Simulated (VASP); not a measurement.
Crystal: MgO.

```
Mg O
1.0
     0.00000    2.06866    2.06866
     2.06866    0.00000    2.06866
     2.06866    2.06866    0.00000
Mg O
1 1
Direct
  0.00000 0.00000 0.00000
  0.50000 0.50000 0.50000
```

Base run:

| Quantity | Value |
| --- | --- |
| Program | VASP 6.6.1 |
| Functional | r2SCAN |
| Potentials or basis | VASP PAW PBE potentials, release 64 (Mg, O) |
| Cutoff | 520 eV |
| k mesh | 11 × 11 × 11 |
| Occupations | fermi-dirac, width 0.05 eV |
| Spin | no spin polarisation |

Its results: band gap on the k mesh 6.17 eV, direct; pressure 7.7 GPa.

Task: After a change of settings the same cell gave: band gap on the k mesh 5.27 eV, direct; pressure 14.0 GPa. Which change was it?
A. functional from r2SCAN to PBEsol
B. cutoff from 520 eV to 660 eV
C. functional from r2SCAN to PBE
D. potentials or basis from VASP PAW PBE potentials, release 64 (Mg, O) to VASP PAW PBE potentials, release 64 (Mg_sv, O); cutoff from 520 eV to 660 eV; further incar settings from ALGO = Normal; EDIFF = 1e-06; NBANDS = 11 to ALGO = Normal; EDIFF = 1e-06; NBANDS = 15; valence electrons from 8 to 16

Result: C.

r2SCAN gives the wider gap, since meta-GGAs in the generalised Kohn-Sham scheme recover part of the derivative discontinuity.

Caveats: the PAW data sets were made with another functional, which shifts forces and pressure a little (some runs).
